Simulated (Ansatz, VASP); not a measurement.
**Two plane-wave programs on GaP**

```
CELL_PARAMETERS angstrom
0.00000 2.75330 2.75330
2.75330 0.00000 2.75330
2.75330 2.75330 0.00000
ATOMIC_POSITIONS crystal
Ga 0.00000 0.00000 0.00000
P 0.25000 0.25000 0.25000
```

Alike in both runs: functional PBE; k mesh 10 × 10 × 10; occupations gaussian, width 0.02 eV; no spin polarisation.

Ansatz relaxed the structure, and its values are those at the end. VASP's run is a single point on that final structure, the one shown.

|  | VASP | Ansatz |
| --- | --- | --- |
| version | VASP 6.6.1 | Ansatz 0.2.0 |
| potentials or method | VASP PAW PBE potentials, release 64 (Ga_d, P), cutoff 500 eV | scalar-relativistic, plane waves, PAW |
| valence electrons in the cell | 18 | 18 |

```tsv
	VASP	Ansatz	Ansatz less VASP
gap on the k mesh at the Fermi level (eV)	1.57	1.58	+0.004
least direct gap on the mesh (eV)	1.57	1.58	+0.004
pressure (GPa)	-0.1	0.0	+0.10
```
